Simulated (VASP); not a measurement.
# As in VASP: notebook, part 2 of 2

VASP 6.6.1. Earlier steps stand in the parts before.

## (4) Single point, LDA

This run uses another cell than the first one, of 165.00 Å³/atom, 1.031 times its volume.

INCAR

```
PREC = Accurate
ENCUT = 520
EDIFF = 1E-7
ISMEAR = 0
SIGMA = 0.02
LREAL = False
LASPH = True
NELM = 80
ALGO = Normal
ISIF = 2
LWAVE = False
LCHARG = True
LDIPOL = True
IDIPOL = 3
DIPOL = 0.5 0.5 0.500
GGA = CA
LELF = True
LVHAR = True
LVACPOTAV = True
NBANDS = 12
```

KPOINTS

```
Automatic mesh
0
Gamma
  9 9 1
```

POSCAR

```
As
1.0
    3.6890000000      0.0000000000      0.0000000000
   -1.8445000000      3.1947677146      0.0000000000
    0.0000000000      0.0000000000     28.0000000000
As
2
Direct
    0.3333333333      0.6666666667      0.5105714286
    0.6666666667      0.3333333333      0.4894285714
```

Potentials or basis: VASP PAW LDA potentials, release 64 (As).

On the command line:

```
$ cat potpaw_LDA.64/As/POTCAR > POTCAR
$ mpirun -np 1 vasp_std > vasp.out
```

OUTCAR:

```text
PREC = Accurate
   ENCUT = 520
   EDIFF = 1E-7
   ISMEAR = 0
   LREAL = False
   LASPH = True
   NELM = 80
   ISIF = 2
   GGA = CA

 ion  position               nearest neighbor table
   1  0.333  0.667  0.511-   2 2.21   2 2.21   2 2.21
   2  0.667  0.333  0.489-   1 2.21   1 2.21   1 2.21

  LATTYP: Found a hexagonal cell.
 ALAT       =     3.6890000000
 C/A-ratio  =     7.5901328273

  Lattice vectors:

 A1 = (   3.6890000000,   0.0000000000,   0.0000000000)
 A2 = (  -1.8445000000,   3.1947677146,   0.0000000000)
 A3 = (   0.0000000000,   0.0000000000,  28.0000000000)

Analysis of symmetry for initial positions (statically):
=====================================================================
 Subroutine PRICEL returns:
 Original cell was already a primitive cell.

 Routine SETGRP: Setting up the symmetry group for a
 hexagonal supercell.

 Subroutine GETGRP returns: Found 12 space group operations
 (whereof 12 operations were pure point group operations)
 out of a pool of 24 trial point group operations.

The static configuration has the point symmetry D_3d.

Analysis of symmetry for dynamics (positions and initial velocities):
=====================================================================
 Subroutine PRICEL returns:
 Original cell was already a primitive cell.

 Routine SETGRP: Setting up the symmetry group for a
 hexagonal supercell.

 Subroutine GETGRP returns: Found 12 space group operations
 (whereof 12 operations were pure point group operations)
 out of a pool of 24 trial point group operations.

The dynamic configuration has the point symmetry D_3d.

 Subroutine INISYM returns: Found 12 space group operations
 (whereof 12 operations are pure point group operations),
 and found     1 'primitive' translations

----------------------------------------------------------------------------------------

                                     Primitive cell

  volume of cell :     329.9939

  direct lattice vectors                    reciprocal lattice vectors
[... 112 lines left out ...]

 number of electron      10.0000000 magnetization

 number of electron       9.9999999 magnetization

 dipolmoment           0.000000      0.000000     -0.000000 electrons x Angstroem

 Free energy of the ion-electron system (eV)
  ---------------------------------------------------
  ext. energy  EPLUGINS =         0.00000000
  ---------------------------------------------------
  free energy    TOTEN  =        -8.19652764 eV

  energy without entropy =       -8.19535558  energy(sigma->0) =       -8.19594161

 E-fermi :  -3.0228     XC(G=0):  -1.6929

 val. band max:       -3.0423229524   @ k =   0.2222   0.1111   0.0000
 cond. band min:      -3.0092092687   @ k =   0.4444   0.1111   0.0000
 fundamental gap:      0.0331136838
 Fermi energy:        -3.0228214246

 k-point     1 :       0.0000    0.0000    0.0000
  band No.  band energies     occupation
      1     -19.4549      2.00000
      2      -9.2941      2.00000
      3      -6.9330      2.00000
      4      -6.9330      2.00000
      5      -5.1673      2.00000
      6      -2.0391      0.00000
      7      -1.4497      0.00000
      8      -1.4497      0.00000
      9       0.9479      0.00000
     10       1.2434      0.00000
     11       1.5175      0.00000
     12       1.7172      0.00000
[... 151 lines left out ...]
 k-point    12 :       0.3333    0.3333    0.0000
  band No.  band energies     occupation
      1     -15.7990      2.00000
      2     -15.7990      2.00000
      3     -10.6380      2.00000
      4      -5.3280      2.00000
      5      -5.3280      2.00000
      6       0.0837      0.00000
      7       1.4972      0.00000
      8       1.4972      0.00000
      9       2.6744      0.00000
     10       3.5227      0.00000
     11       3.5227      0.00000
     12       5.1553      0.00000

------------------------ aborting loop because EDIFF is reached ----------------------------------------

 vacuum level on the upper side and lower side of the slab       (xc-potential included)        -0.092        -0.092

  FORCE on cell =-STRESS in cart. coord.  units (eV):
  Direction    XX          YY          ZZ          XY          YZ          ZX
  --------------------------------------------------------------------------------------
  -------------------------------------------------------------------------------------
  Total        9.6108346      9.6108346      2.1296455      0.0000000      0.0000000      0.0000000
  in kB       46.6622539     46.6622539     10.3397947      0.0000000      0.0000000      0.0000000
  external PRESSURE =      34.5547675 kB  Pullay stress =       0.0000000 kB

 VOLUME and BASIS-vectors are now :
 -----------------------------------------------------------------------------
  energy-cutoff  :      520.00
  volume of cell :      329.99
      direct lattice vectors                 reciprocal lattice vectors
     3.689000000  0.000000000  0.000000000     0.271076172  0.156505901  0.000000000
    -1.844500000  3.194767715  0.000000000     0.000000000  0.313011802  0.000000000
     0.000000000  0.000000000 28.000000000     0.000000000  0.000000000  0.035714286

 POSITION                                       TOTAL-FORCE (eV/Angst)
 -----------------------------------------------------------------------------------
     -0.00000      2.12985     14.29600        -0.000000      0.000000      3.601395
      1.84450      1.06492     13.70400         0.000000     -0.000000     -3.601395
 -----------------------------------------------------------------------------------
    total drift:                               -0.000000      0.000000      0.000000

  FREE ENERGIE OF THE ION-ELECTRON SYSTEM (eV)
  ---------------------------------------------------
  free  energy   TOTEN  =        -8.1965276447 eV

  energy  without entropy=       -8.1953555778  energy(sigma->0) =       -8.19594161

 vacuum level on the upper side and lower side of the slab         1.293         1.293
```

OSZICAR:

```text
N       E                     dE             d eps       ncg     rms          rms(c)
DAV:   1     0.743933078597E+02    0.74393E+02   -0.27947E+03   288   0.534E+02
DAV:   2    -0.242106400926E+00   -0.74635E+02   -0.66967E+02   444   0.903E+01
DAV:   3    -0.820760470852E+01   -0.79655E+01   -0.78837E+01   400   0.409E+01
[... 15 lines left out ...]
DAV:  19    -0.819652622747E+01   -0.48160E-05   -0.40708E-07   356   0.231E-03    0.110E-03
DAV:  20    -0.819652674851E+01   -0.52104E-06   -0.50629E-08   412   0.100E-03    0.457E-04
DAV:  21    -0.819652737734E+01   -0.62883E-06   -0.17017E-08   324   0.541E-04    0.132E-04
DAV:  22    -0.819652760414E+01   -0.22680E-06   -0.32085E-09   372   0.221E-04    0.795E-05
DAV:  23    -0.819652764475E+01   -0.40608E-07    0.30782E-10   300   0.695E-05
   1 F= -.81965276E+01 E0= -.81959416E+01  d E =-.117207E-02
```

stdout:

```text
POSCAR found type information on POSCAR As
 POSCAR found :  1 types and       2 ions
 scaLAPACK will be used
 LDA part: xc-table for (Slater(with rela. corr.)+CA(PZ))
 , standard interpolation
 POSCAR, INCAR and KPOINTS ok, starting setup
 FFT: planning ... GRIDC
 FFT: planning ... GRID_SOFT
 FFT: planning ... GRID
 WAVECAR not read
 entering main loop
```

It took 1.9 min on 1 thread of Intel Xeon Platinum 8375C at 2.90GHz (Ice Lake), shared host; peak memory 0.3 GiB.

Results:

| Property | Result |
| --- | --- |
| Free energy | -8.1965 eV |
| Largest force | 3.601 eV/Å |
| Band gap on the k mesh | zero (band 5 reaches -2.89 eV, above the bottom of band 6 at -3.83 eV) |
| Work function of the upper face | 4.32 eV |
| Work function of the lower face | 4.32 eV |

Forces on the atoms (eV/Å):
```
As   0.000  0.000  3.601
As   0.000  0.000 -3.601
```

## (5) Single point, LDA

This run uses another cell than the first one, of 165.00 Å³/atom, 1.031 times its volume.

INCAR

```
ALGO = Normal
DIPOL = 0.5 0.5 0.500
EDIFF = 1E-7
ENCUT = 520
GGA = CA
IDIPOL = 3
ISIF = 2
ISMEAR = 0
LASPH = T
LCHARG = F
LDIPOL = T
LREAL = F
LWAVE = F
NBANDS = 12
NELM = 80
PREC = Accurate
SIGMA = 0.02
```

KPOINTS

```
k-points
0
Gamma
  9 9 1
```

POSCAR

```
As
1.0
    3.6890000000      0.0000000000      0.0000000000
   -1.8445000000      3.1947677146      0.0000000000
    0.0000000000      0.0000000000     28.0000000000
As
2
Direct
    0.3333333333      0.6666666667      0.5211428571
    0.6666666667      0.3333333333      0.4788571429
```

On the command line:

```
$ cat potpaw_LDA.64/As/POTCAR > POTCAR
$ mpirun -np 1 vasp_std > vasp.out
```

It took 88 s on 1 thread of Intel Xeon Platinum 8375C at 2.90GHz (Ice Lake), shared host; peak memory 0.3 GiB.

Results (log left out):

| Property | Result |
| --- | --- |
| Free energy | -10.2023 eV |
| Largest force | 2.018 eV/Å |
| Band gap on the k mesh | 0.44 eV, indirect (least direct gap 0.50 eV) |

Forces on the atoms (eV/Å):
```
As   0.000  0.000  2.018
As   0.000  0.000 -2.018
```

Levels at points of the mesh, in eV from the valence-band top:
```tsv
k point	band 2	band 3	band 4	band 5	band 6	band 7	band 8	band 9
(0.00, 0.00, 0.00)	-6.85	-1.26	-1.26	-0.06	0.44	2.80	2.80	4.98
```

## (6) Single point, LDA

This run uses another cell than the first one, of 131.55 Å³/atom, 0.822 times its volume.

INCAR

```
SYSTEM = As
  PREC = Accurate
  ENCUT = 520
  EDIFF = 1E-6
  ISMEAR = 0
  SIGMA = 0.02
  LREAL = .False.
  LASPH = .True.
  NELM = 120
  ALGO = Normal
  ISIF = 2
  LWAVE = .False.
  LCHARG = .False.
  LDIPOL = .True.
  IDIPOL = 3
  DIPOL = 0.5 0.5 0.500
  NBANDS = 22
  GGA_COMPAT = .False.
  NELMDL = -8
```

KPOINTS

```
regular mesh
0
Gamma
  9 9 1
  0 0 0
```

POSCAR

```
As
1.0
    3.2940000000      0.0000000000      0.0000000000
   -1.6470000000      2.8526876801      0.0000000000
    0.0000000000      0.0000000000     28.0000000000
As
2
Direct
    0.3333333333      0.6666666667      0.5211428571
    0.6666666667      0.3333333333      0.4788571429
```

Potentials or basis: VASP PAW LDA potentials, release 64 (As_d).

On the command line:

```
$ cat potpaw_LDA.64/As_d/POTCAR > POTCAR
$ mpirun -np 1 vasp_std > vasp.out
```

OUTCAR:

```text
SYSTEM = As
   PREC = Accurate
   ENCUT = 520
   EDIFF = 1E-6
   ISMEAR = 0
   LREAL = .False.
   LASPH = .True.
   NELM = 120
   ISIF = 2
   NELMDL = -8

 ion  position               nearest neighbor table
   1  0.333  0.667  0.521-   2 2.24   2 2.24   2 2.24
   2  0.667  0.333  0.479-   1 2.24   1 2.24   1 2.24

  LATTYP: Found a hexagonal cell.
 ALAT       =     3.2940000000
 C/A-ratio  =     8.5003035823

  Lattice vectors:

 A1 = (   3.2940000000,   0.0000000000,   0.0000000000)
 A2 = (  -1.6470000000,   2.8526876801,   0.0000000000)
 A3 = (   0.0000000000,   0.0000000000,  28.0000000000)

Analysis of symmetry for initial positions (statically):
=====================================================================
 Subroutine PRICEL returns:
 Original cell was already a primitive cell.

 Routine SETGRP: Setting up the symmetry group for a
 hexagonal supercell.

 Subroutine GETGRP returns: Found 12 space group operations
 (whereof 12 operations were pure point group operations)
 out of a pool of 24 trial point group operations.

The static configuration has the point symmetry D_3d.

Analysis of symmetry for dynamics (positions and initial velocities):
=====================================================================
 Subroutine PRICEL returns:
 Original cell was already a primitive cell.

 Routine SETGRP: Setting up the symmetry group for a
 hexagonal supercell.

 Subroutine GETGRP returns: Found 12 space group operations
 (whereof 12 operations were pure point group operations)
 out of a pool of 24 trial point group operations.

The dynamic configuration has the point symmetry D_3d.

 Subroutine INISYM returns: Found 12 space group operations
 (whereof 12 operations are pure point group operations),
 and found     1 'primitive' translations

----------------------------------------------------------------------------------------
[... 102 lines left out ...]
  Fermi-wavevector in a.u.,A,eV,Ry     =   0.793847  1.500153  8.574290  0.630193
  Thomas-Fermi vector in A             =   1.899863
   LORBIT       =      0    0 simple, 1 ext, 2 COOP (PROOUT), +10 PAW based schemes
   GGA     = CA    functional components
   LHFCALC =     F    Hartree Fock is set to
   AEXX    =    0.0000 exact exchange contribution
   IVDW    =     0    specifies the selected vdW correction
   LEPSILON=     F    determine dielectric tensor
   LRPA    =     F    only Hartree local field effects (RPA)
 non-spin polarized calculation
 Gauss-broadening in eV      SIGMA  =   0.02
  energy-cutoff  :      520.00
  volume of cell :      263.11
 maximum number of plane-waves:      7134
   NGX = 13   NGY = 13   NGZ =105

 dipolmoment           0.000000      0.000000      0.000000 electrons x Angstroem

 number of electron      29.9999967 magnetization

 dipolmoment           0.000000      0.000000     -0.000000 electrons x Angstroem

 Free energy of the ion-electron system (eV)
  ---------------------------------------------------
  ext. energy  EPLUGINS =         0.00000000
  ---------------------------------------------------
  free energy    TOTEN  =        -9.61585763 eV

  energy without entropy =       -9.61585763  energy(sigma->0) =       -9.61585763

 E-fermi :  -4.5123     XC(G=0):  -2.1511

 val. band max:       -4.6216221170   @ k =   0.2222   0.1111   0.0000
 cond. band min:      -2.9027976607   @ k =   0.3333   0.0000   0.0000
 fundamental gap:      1.7188244562
 Fermi energy:        -4.5123389860

 k-point     1 :       0.0000    0.0000    0.0000
  band No.  band energies     occupation
      1     -40.0697      2.00000
      2     -40.0697      2.00000
      3     -39.9568      2.00000
      4     -39.9568      2.00000
      5     -39.8727      2.00000
      6     -39.7597      2.00000
[... 289 lines left out ...]
     21       5.5137      0.00000
     22       5.9195      0.00000

------------------------ aborting loop because EDIFF is reached ----------------------------------------

 vacuum level on the upper side and lower side of the slab       (xc-potential included)        -0.007        -0.007

  FORCE on cell =-STRESS in cart. coord.  units (eV):
  Direction    XX          YY          ZZ          XY          YZ          ZX
  --------------------------------------------------------------------------------------
  -------------------------------------------------------------------------------------
  Total        6.9632570      6.9632570      5.8257178      0.0000000      0.0000000     -0.0000000
  in kB       42.4020791     42.4020791     35.4751448      0.0000000      0.0000000     -0.0000000
  external PRESSURE =      40.0931010 kB  Pullay stress =       0.0000000 kB

 VOLUME and BASIS-vectors are now :
 -----------------------------------------------------------------------------
  energy-cutoff  :      520.00
  volume of cell :      263.11
      direct lattice vectors                 reciprocal lattice vectors
     3.294000000  0.000000000  0.000000000     0.303582271  0.175273306  0.000000000
    -1.647000000  2.852687680  0.000000000     0.000000000  0.350546612  0.000000000
     0.000000000  0.000000000 28.000000000     0.000000000  0.000000000  0.035714286

 POSITION                                       TOTAL-FORCE (eV/Angst)
 -----------------------------------------------------------------------------------
     -0.00000      1.90179     14.59200         0.000000     -0.000000      4.920095
      1.64700      0.95090     13.40800        -0.000000      0.000000     -4.920095
 -----------------------------------------------------------------------------------
    total drift:                                0.000000      0.000000     -0.000000

  FREE ENERGIE OF THE ION-ELECTRON SYSTEM (eV)
  ---------------------------------------------------
  free  energy   TOTEN  =        -9.6158576304 eV

  energy  without entropy=       -9.6158576304  energy(sigma->0) =       -9.61585763

 vacuum level on the upper side and lower side of the slab         1.397         1.397
```

stdout:

```text
POSCAR found type information on POSCAR As
 POSCAR found :  1 types and       2 ions
 scaLAPACK will be used
 LDA part: xc-table for (Slater(with rela. corr.)+CA(PZ))
 , standard interpolation
 POSCAR, INCAR and KPOINTS ok, starting setup
 FFT: planning ... GRIDC
 FFT: planning ... GRID_SOFT
 FFT: planning ... GRID
 WAVECAR not read
 entering main loop
```

It took 55 s on 1 thread of Intel Xeon 6975P-C (Granite Rapids), shared host; peak memory 0.27 GiB.

Results:

```yaml
Free_energy: -9.6159 eV
Largest_force: 4.920 eV/Å
Band_gap_on_the_k_mesh: 1.72 eV, indirect (least direct gap 2.04 eV)
```

Forces on the atoms (eV/Å):
```
As   0.000  0.000  4.920
As   0.000  0.000 -4.920
```

## (7) Overview

```tsv
potentials or basis	cell	second run	gap on the mesh (eV)	largest force (eV/Å)
VASP PAW LDA potentials, release 64 (As)	a = 3.633, b = 3.633, c = 28.000 Å, angles 90.0, 90.0, 120.0°, 2 atoms	-	none	3.60
VASP PAW LDA potentials, release 64 (As)	a = 3.689, b = 3.689, c = 28.000 Å, angles 90.0, 90.0, 120.0°, 2 atoms	-	0.44	2.02
VASP PAW LDA potentials, release 64 (As_d)	a = 3.294, b = 3.294, c = 28.000 Å, angles 90.0, 90.0, 120.0°, 2 atoms	valence_matched	1.72	4.92
```

Some of these runs hold the atoms at other places in the same cell, which the table doesn't show; runs alike in all that it shows share one row.

Alike in all rows: task single point; level LDA; no spin polarisation; k mesh 9 × 9 × 1; cutoff (eV) 520; smearing gaussian 0.02 eV.

Absolute energies hang on the potentials; compare differences alone.
